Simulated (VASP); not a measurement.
# SiC (P6_3mc) in VASP: notebook

The runs below take SiC through single point, with PBE, r2SCAN.

All numbers are computed with VASP 6.6.1; they aren't measurements. Logs are shortened: lines on timing, memory, paths and dates and some standing lists are left out, and cuts for length are marked.

### Step 1. The cell of the first run

Symmetry: P6_3mc, No. 186, hexagonal system. The conventional cell has a = 3.092 Å, b = 3.092 Å, c = 5.074 Å, α = 90.00°, β = 90.00°, γ = 120.00°. Si (site symmetry 3m) has 4 C at 1.89 to 1.91 Å within 2.5 Å. Within 2.5 Å of C (site symmetry 3m) lie 4 Si at 1.89 to 1.91 Å.

### Step 2. Single point, PBE

The input, INCAR:

```
SYSTEM = SiC
PREC     = Accurate       ! precision mode
ENCUT    = 520            ! plane-wave cutoff, eV
EDIFF    = 1E-6           ! SCF threshold, eV
ISMEAR   = -1             ! smearing method
SIGMA    = 0.02           ! smearing width, eV
LREAL    = .FALSE.        ! projectors in reciprocal space
LASPH    = .TRUE.         ! aspherical terms in the spheres
NELM     = 80             ! most SCF steps
ALGO     = Normal         ! electronic algorithm
ISIF     = 2              ! what is computed and relaxed
LWAVE    = .FALSE.        ! write WAVECAR
LCHARG   = .FALSE.        ! write CHGCAR
GGA      = PE             ! functional
NBANDS   = 16             ! bands
```

The input, KPOINTS:

```
Automatic mesh
0
G
  12 12 6
  0 0 0
```

The input, POSCAR:

```
SiC
1.0
    3.0918273337      0.0000000000      0.0000000000
   -1.5459136669      2.6776010151      0.0000000000
    0.0000000000      0.0000000000      5.0742732797
Si C
2 2
Direct
    0.3333333333      0.6666666667     -0.0004133941
    0.6666666667      0.3333333333      0.4995866059
    0.3333333333      0.6666666667      0.3754133941
    0.6666666667      0.3333333333      0.8754133941
```

Potentials or basis: VASP PAW PBE potentials, release 64 (Si, C).

Started as:

```bash
$ cat potpaw_PBE.64/Si/POTCAR potpaw_PBE.64/C/POTCAR > POTCAR
$ mpirun -np 1 vasp_std > vasp.out
```

OUTCAR:

```text
SYSTEM = SiC
   PREC = Accurate
   ENCUT = 520
   EDIFF = 1E-6
   ISMEAR = -1
   LREAL = .FALSE.
   LASPH = .TRUE.
   NELM = 80
   ISIF = 2
   GGA = PE

 ion  position               nearest neighbor table
   1  0.333  0.667  1.000-   4 1.89   4 1.89   4 1.89   3 1.91   2 3.10   2 3.10   2 3.10   2 3.10
                             2 3.10   2 3.10
   2  0.667  0.333  0.500-   3 1.89   3 1.89   3 1.89   4 1.91   1 3.10   1 3.10   1 3.10   1 3.10
                             1 3.10   1 3.10
   3  0.333  0.667  0.375-   2 1.89   2 1.89   2 1.89   1 1.91
   4  0.667  0.333  0.875-   1 1.89   1 1.89   1 1.89   2 1.91

  LATTYP: Found a hexagonal cell.
 ALAT       =     3.0918273337
 C/A-ratio  =     1.6411890872

  Lattice vectors:

 A1 = (   3.0918273337,   0.0000000000,   0.0000000000)
 A2 = (  -1.5459136669,   2.6776010151,   0.0000000000)
 A3 = (   0.0000000000,   0.0000000000,   5.0742732797)

Analysis of symmetry for initial positions (statically):
=====================================================================
 Subroutine PRICEL returns:
 Original cell was already a primitive cell.

 Routine SETGRP: Setting up the symmetry group for a
 hexagonal supercell.

 Subroutine GETGRP returns: Found 12 space group operations
 (whereof  6 operations were pure point group operations)
 out of a pool of 24 trial point group operations.

The static configuration has the point symmetry C_3v.
 The point group associated with its full space group is C_6v.

Analysis of symmetry for dynamics (positions and initial velocities):
=====================================================================
 Subroutine PRICEL returns:
 Original cell was already a primitive cell.

 Routine SETGRP: Setting up the symmetry group for a
 hexagonal supercell.

 Subroutine GETGRP returns: Found 12 space group operations
 (whereof  6 operations were pure point group operations)
 out of a pool of 24 trial point group operations.

The dynamic configuration has the point symmetry C_3v.
 The point group associated with its full space group is C_6v.

 Subroutine INISYM returns: Found 12 space group operations
 (whereof  6 operations are pure point group operations),
 and found     1 'primitive' translations

----------------------------------------------------------------------------------------

                                     Primitive cell

  volume of cell :      42.0083

  direct lattice vectors                    reciprocal lattice vectors
     3.091827334  0.000000000  0.000000000     0.323433327  0.186734318  0.000000000
    -1.545913667  2.677601015  0.000000000     0.000000000  0.373468636  0.000000000
     0.000000000  0.000000000  5.074273280     0.000000000  0.000000000  0.197072555

  length of vectors
     3.091827334  3.091827334  5.074273280     0.373468636  0.373468636  0.197072555

  position of ions in fractional coordinates (direct lattice)
     0.333333333  0.666666667  0.999586606
     0.666666667  0.333333333  0.499586606
     0.333333333  0.666666667  0.375413394
     0.666666667  0.333333333  0.875413394

  ion indices of the primitive-cell ions
   primitive index   ion index
                 1           1
                 2           2
                 3           3
                 4           4

----------------------------------------------------------------------------------------

 KPOINTS: Automatic mesh

Automatic generation of k-mesh.
 Grid dimensions read from file:
 generate k-points for:   12   12    6

 Generating k-lattice:

  Cartesian coordinates                     Fractional coordinates (reciprocal lattice)
     0.026952777  0.015561193  0.000000000     0.083333333  0.000000000  0.000000000
     0.000000000  0.031122386  0.000000000     0.000000000  0.083333333  0.000000000
     0.000000000  0.000000000  0.032845426     0.000000000  0.000000000  0.166666667

  Length of vectors
     0.031122386  0.031122386  0.032845426

  Shift w.r.t. Gamma in fractional coordinates (k-lattice)
     0.000000000  0.000000000  0.000000000

 Subroutine IBZKPT returns following result:
 ===========================================

 Found     76 irreducible k-points:

 Following reciprocal coordinates:
            Coordinates               Weight
  0.000000  0.000000  0.000000      1.000000
  0.083333  0.000000  0.000000      6.000000
  0.166667  0.000000  0.000000      6.000000
  0.250000  0.000000  0.000000      6.000000
  0.333333 -0.000000  0.000000      6.000000
  0.416667 -0.000000  0.000000      6.000000
[... 16 lines left out ...]
  0.250000  0.000000  0.166667     12.000000
  0.333333 -0.000000  0.166667     12.000000
 [... further k-points ...]
   k-points           NKPTS =     76   k-points in BZ     NKDIM =     76   number of bands    NBANDS=     16
   number of dos      NEDOS =    301   number of ions     NIONS =      4
   total plane-waves  NPLWV =  23040
   dimension x,y,z NGX =    24 NGY =   24 NGZ =   40
   dimension x,y,z NGXF=    48 NGYF=   48 NGZF=   80
   ions per type =               2   2
   NGX,Y,Z   is equivalent  to a cutoff of  12.90, 12.90, 13.11 a.u.
   NGXF,Y,Z  is equivalent  to a cutoff of  25.81, 25.81, 26.21 a.u.
 SYSTEM =  SiC
   PREC   = accura    normal or accurate (medium, high low for compatibility)
   ISTART =      0    job   : 0-new  1-cont  2-samecut
   ICHARG =      2    charge: 1-file 2-atom 10-const
   ISPIN  =      1    spin polarized calculation?
   LNONCOLLINEAR =      F non collinear calculations
   LSORBIT =      F    spin-orbit coupling
   LASPH  =      T    aspherical Exc in radial PAW
   ENCUT  =  520.0 eV  38.22 Ry    6.18 a.u.   5.75  5.75  9.43*2*pi/ulx,y,z
   NELM   =     80;   NELMIN=  2; NELMDL= -5     # of ELM steps
   EDIFF  = 0.1E-05   stopping-criterion for ELM
   LREAL  =      F    real-space projection
   EDIFFG = 0.1E-04   stopping-criterion for IOM
   NSW    =      0    number of steps for IOM
   IBRION =     -1    ionic relax: 0-MD 1-quasi-New 2-CG
   NFREE  =      0    steps in history (QN), initial steepest desc. (CG)
   ISIF   =      2    stress and relaxation
   ISYM   =      2    0-nonsym 1-usesym 2-fastsym
   POTIM  = 0.5000    time-step for ionic-motion
   TEBEG  =    0.0;   TEEND  =   0.0 temperature during run
   PSTRESS=    0.0 pullay stress
   NELECT =      16.0000    total number of electrons
   NUPDOWN=      -1.0000    fix difference up-down
   EMIN   =  10.00;   EMAX   =-10.00  energy-range for DOS
   EFERMI =   0.00;   METHOD = LEGACY
   ISMEAR =    -1;   SIGMA  =   0.02  broadening in eV -4-tet -1-fermi 0-gaus
   EFERMI_NEDOS =   21; number of points for ismear=-14 and -15
   IALGO  =     38    algorithm
   IMIX   =      4    mixing-type and parameters
     AMIX     =   0.40;   BMIX     =  1.00
     AMIX_MAG =   1.60;   BMIX_MAG =  1.00
  volume/ion in A,a.u.               =      10.50        70.87
  Fermi-wavevector in a.u.,A,eV,Ry     =   1.186688  2.242515 19.160107  1.408228
  Thomas-Fermi vector in A             =   2.322855
   LORBIT       =      0    0 simple, 1 ext, 2 COOP (PROOUT), +10 PAW based schemes
   GGA     = PE    functional components
   LHFCALC =     F    Hartree Fock is set to
   AEXX    =    0.0000 exact exchange contribution
   IVDW    =     0    specifies the selected vdW correction
   LEPSILON=     F    determine dielectric tensor
   LRPA    =     F    only Hartree local field effects (RPA)
 non-spin polarized calculation
  energy-cutoff  :      520.00
  volume of cell :       42.01
 maximum number of plane-waves:      1170
 NGX is ok and might be reduce to    24
   NGX = 11   NGY = 11   NGZ = 19

 number of electron      16.0000000 magnetization

 Free energy of the ion-electron system (eV)
  ---------------------------------------------------
  ext. energy  EPLUGINS =         0.00000000
  ---------------------------------------------------
  free energy    TOTEN  =       -30.11026318 eV

  energy without entropy =      -30.11026318  energy(sigma->0) =      -30.11026318

 E-fermi :   8.4577     XC(G=0): -11.2829

 val. band max:        8.0849767807   @ k =   0.0000   0.0000   0.0000
 cond. band min:      10.3877080063   @ k =   0.3333   0.3333   0.0000
 fundamental gap:      2.3027312256
 Fermi energy:         8.4577483685

 k-point     1 :       0.0000    0.0000    0.0000
  band No.  band energies     occupation
      1      -7.3611      2.00000
      2      -3.8519      2.00000
      3      -0.5242      2.00000
      4       6.7758      2.00000
      5       6.7758      2.00000
      6       7.9743      2.00000
[... 8 lines left out ...]
     15      16.9333      0.00000
     16      19.2994      0.00000

 k-point     2 :       0.0833    0.0000    0.0000
  band No.  band energies     occupation
      1      -7.2421      2.00000
      2      -3.7503      2.00000
      3      -0.4151      2.00000
      4       6.0954      2.00000
      5       6.5680      2.00000
      6       7.6210      2.00000
[... 8 lines left out ...]
     15      17.2349      0.00000
     16      18.4308      0.00000

 k-point     3 :       0.1667    0.0000    0.0000
  band No.  band energies     occupation
      1      -6.8881      2.00000
      2      -3.4542      2.00000
      3      -0.0974      2.00000
      4       4.6208      2.00000
      5       6.0974      2.00000
      6       6.5074      2.00000
[... 8 lines left out ...]
     15      17.5674      0.00000
     16      17.9046      0.00000

 k-point     4 :       0.2500    0.0000    0.0000
  band No.  band energies     occupation
      1      -6.3104      2.00000
      2      -3.0007      2.00000
      3       0.3794      2.00000
      4       3.0216      2.00000
      5       5.1294      2.00000
      6       5.5859      2.00000
[... 8 lines left out ...]
     15      18.0468      0.00000
     16      18.8057      0.00000
[... 324 lines left out ...]
 k-point    22 :       0.1667    0.0000    0.1667
  band No.  band energies     occupation
      1      -6.7554      2.00000
      2      -3.9625      2.00000
      3       0.6047      2.00000
      4       4.7419      2.00000
      5       6.1226      2.00000
      6       6.1871      2.00000
[... 8 lines left out ...]
     15      17.7370      0.00000
     16      18.2682      0.00000

 k-point    23 :       0.2500    0.0000    0.1667
  band No.  band energies     occupation
      1      -6.1799      2.00000
      2      -3.4723      2.00000
      3       0.9635      2.00000
      4       3.2251      2.00000
      5       4.7446      2.00000
      6       5.6824      2.00000
[... 8 lines left out ...]
     15      18.7521      0.00000
     16      18.7730      0.00000

 k-point    24 :       0.3333   -0.0000    0.1667
  band No.  band energies     occupation
      1      -5.4108      2.00000
      2      -2.8948      2.00000
      3       0.8018      2.00000
      4       2.5087      2.00000
      5       3.3304      2.00000
      6       5.2632      2.00000
[... 8 lines left out ...]
     15      19.2433      0.00000
     16      20.0703      0.00000

 [... further k-points ...]
[... 5 lines left out ...]
  --------------------------------------------------------------------------------------
  -------------------------------------------------------------------------------------
  Total       -0.0084099     -0.0084099     -0.0084648      0.0000000      0.0000000     -0.0000000
  in kB       -0.3207512     -0.3207512     -0.3228451      0.0000000      0.0000000     -0.0000000
  external PRESSURE =      -0.3214492 kB  Pullay stress =       0.0000000 kB

 VOLUME and BASIS-vectors are now :
 -----------------------------------------------------------------------------
  energy-cutoff  :      520.00
  volume of cell :       42.01
      direct lattice vectors                 reciprocal lattice vectors
     3.091827334  0.000000000  0.000000000     0.323433327  0.186734318  0.000000000
    -1.545913667  2.677601015  0.000000000     0.000000000  0.373468636  0.000000000
     0.000000000  0.000000000  5.074273280     0.000000000  0.000000000  0.197072555

 POSITION                                       TOTAL-FORCE (eV/Angst)
 -----------------------------------------------------------------------------------
     -0.00000      1.78507      5.07218         0.000000     -0.000000     -0.000477
      1.54591      0.89253      2.53504        -0.000000      0.000000     -0.000477
     -0.00000      1.78507      1.90495        -0.000000      0.000000      0.000477
      1.54591      0.89253      4.44209         0.000000     -0.000000      0.000477
 -----------------------------------------------------------------------------------
    total drift:                               -0.000000      0.000000     -0.000146

  FREE ENERGIE OF THE ION-ELECTRON SYSTEM (eV)
  ---------------------------------------------------
  free  energy   TOTEN  =       -30.1102631780 eV

  energy  without entropy=      -30.1102631780  energy(sigma->0) =      -30.11026318
```

Wall time 56 s (1 thread of Intel Xeon 8259CL, shared host); peak memory 0.18 GiB.

What came out:

* Free energy: -30.1103 eV
* Pressure: 0.0 GPa
* Band gap on the k mesh: 2.30 eV, indirect (least direct gap 3.94 eV)

[end of part 1 of 2]
